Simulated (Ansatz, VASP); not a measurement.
Bi: VASP beside Ansatz

```
Bi
1.0
     3.30879    0.00000    0.00000
     0.00000    3.30879    0.00000
     0.00000    0.00000    3.30879
Bi
1
Direct
  0.00000 0.00000 0.00000
```

Alike in both runs: task single point; functional RPBE; k mesh 11 × 11 × 11; occupations fermi-dirac, width 0.1 eV; no spin polarisation.

|  | VASP | Ansatz |
| --- | --- | --- |
| version | VASP 6.6.1 | Ansatz 0.2.0 |
| potentials or method | VASP PAW PBE potentials, release 64 (Bi_d), cutoff 520 eV | plane waves (420 eV) with PAW, scalar-relativistic |
| valence electrons in the cell | 15 | 15 |

VASP gave:

```
pressure (GPa) : 0.0
```

Problem. What did Ansatz give for the same quantities?

Solution. Pressure (GPa): 0.1.

VASP's potentials were made for PBE, not for RPBE.

Spin-orbit coupling is off throughout.
